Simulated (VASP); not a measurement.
Runs of VASP 6.6.1 on Al3GaN4. The structure is that of space group P-42m (No. 111), or close to it. The cells are those of the table. 

```csv
cell,gap on the mesh (eV),pressure (GPa),largest force (eV/Å)
"a = 4.576, b = 4.576, c = 4.306 Å, 8 atoms",2.85,-9.6,0.06
"a = 4.394, b = 4.394, c = 4.669 Å, 8 atoms",(b),-9.5,0.05
"a = 4.306, b = 4.306, c = 4.862 Å, 8 atoms",2.65,(a),0.10
"a = 4.844, b = 4.844, c = 4.038 Å, 8 atoms",2.12,-18.4,0.15
"a = 4.652, b = 4.652, c = 4.378 Å, 8 atoms",2.47,-16.6,0.05
```

Alike in all rows: task single point; level PBEsol; potentials or basis VASP PAW PBE potentials, release 64 (Al, Ga_d, N); no spin polarisation; k mesh 6 × 6 × 6; cutoff (eV) 520; smearing gaussian 0.05 eV.

**Question.** Fill in the values left out.

**Answer.** (a) -10.1; (b) 2.88.

Caveats: the cell stands under tension; the PAW data sets were made with another functional, which shifts forces and pressure a little.

A k mesh can miss the band edges, and the runs leave out spin-orbit coupling on Ga.
